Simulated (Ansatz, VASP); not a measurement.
## Al12HO: VASP beside Ansatz

INCAR

```
SYSTEM = Al12HO
ALGO     = Normal         ! electronic algorithm
DIPOL    = 0.5 0.5 0.295
EDIFF    = 1E-6           ! SCF threshold, eV
ENCUT    = 520            ! plane-wave cutoff, eV
GGA      = PE             ! functional
IDIPOL   = 3            
ISIF     = 2              ! what is computed and relaxed
ISMEAR   = 0              ! smearing method
ISPIN    = 2              ! spin polarisation
LASPH    = .TRUE.         ! aspherical terms in the spheres
LCHARG   = .FALSE.        ! write CHGCAR
LDIPOL   = .TRUE.       
LORBIT   = 11             ! projections on sites
LREAL    = .FALSE.        ! projectors in reciprocal space
LWAVE    = .FALSE.        ! write WAVECAR
MAGMOM   = 0 0 0 0 0 0 0 0 0 0 0 0 1 0 ! initial moments
NBANDS   = 38             ! bands
NELM     = 150            ! most SCF steps
PREC     = Accurate       ! precision mode
SIGMA    = 0.1            ! smearing width, eV
```

Contents of KPOINTS:

```
k-points
0
G
  5 5 1
  0 0 0
```

Contents of POSCAR:

```
Al12HO
1.0
    5.7143028096      0.0000000000      0.0000000000
    0.0000000000      5.7143028096      0.0000000000
    0.0000000000      0.0000000000     22.1750227687
Al O H
12 1 1
Direct
    0.2500000000      0.2500000000      0.1803831293
    0.2500000000      0.7500000000      0.1803831293
    0.7500000000      0.2500000000      0.1803831293
    0.7500000000      0.7500000000      0.1803831293
    0.0000000000      0.0000000000      0.2744094920
    0.0000000000      0.5000000000      0.2744094920
    0.5000000000      0.0000000000      0.2744094920
    0.5000000000      0.5000000000      0.2744094920
    0.2500000000      0.2500000000      0.3686590473
    0.2500000000      0.7500000000      0.3686590473
    0.7500000000      0.2500000000      0.3686590473
    0.7500000000      0.7500000000      0.3686590473
    0.5000000000      0.5000000000      0.4160096188
    0.6237433165      0.6237433165      0.4160096188
```

Input for Ansatz:

```yaml
crystal:
  lattice:
    - [5.7143028096, 0.0, 0.0]
    - [0.0, 5.7143028096, 0.0]
    - [0.0, 0.0, 22.1750227687]
  atoms:
    - { symbol: Al, position: [0.25, 0.25, 0.1803831293] }
    - { symbol: Al, position: [0.25, 0.75, 0.1803831293] }
    - { symbol: Al, position: [0.75, 0.25, 0.1803831293] }
    - { symbol: Al, position: [0.75, 0.75, 0.1803831293] }
    - { symbol: Al, position: [0.0, 0.0, 0.274409492] }
    - { symbol: Al, position: [0.0, 0.5, 0.274409492] }
    - { symbol: Al, position: [0.5, 0.0, 0.274409492] }
    - { symbol: Al, position: [0.5, 0.5, 0.274409492] }
    - { symbol: Al, position: [0.25, 0.25, 0.3686590473] }
    - { symbol: Al, position: [0.25, 0.75, 0.3686590473] }
    - { symbol: Al, position: [0.75, 0.25, 0.3686590473] }
    - { symbol: Al, position: [0.75, 0.75, 0.3686590473] }
    - { symbol: O, position: [0.5, 0.5, 0.4160096188], spin: 1.0 }
    - { symbol: H, position: [0.6237433165, 0.6237433165, 0.4160096188] }
basis:
  ecutwfc: 420
kpoints:
  mp_grid: { grid: [5, 5, 1] }
hamiltonian:
  xc: pbe
scf:
  occupations: { method: gaussian, width: 0.1 }
output:
  forces: true
  eigenvalues: true
  populations: true
magnetization:
  spin_polarized: true
efield:
  axis: 3
  dipole_correction: true
  ramp_width: 0.04
```

Alike in both runs: task single point; functional PBE; k mesh 5 × 5 × 1; occupations gaussian, width 0.1 eV; collinear spin.

|  | VASP | Ansatz |
| --- | --- | --- |
| version | VASP 6.6.1 | Ansatz 0.2.0 |
| potentials or method | VASP PAW PBE potentials, release 64 (Al, O, H), cutoff 520 eV | scalar-relativistic, plane waves, PAW |
| valence electrons in the cell | 43 | 43 |

VASP gave:

| Item | Value |
| --- | --- |
| gap on the k mesh at the Fermi level (eV) | none |
| rms of the force components (eV/Å) | 1.199 |
| net moment per atom (μB) | 0.00 |

**Question.** What did Ansatz give for the same quantities?

**Answer.** gap on the k mesh at the Fermi level (eV): none; rms of the force components (eV/Å): 1.197; net moment per atom (μB): 0.00.

Atom by atom the forces differ by 0.037 eV/Å (rms over components). A gap of «none» marks a metal or a gap that the smearing closes. Ansatz's warnings: seeded moment not kept.
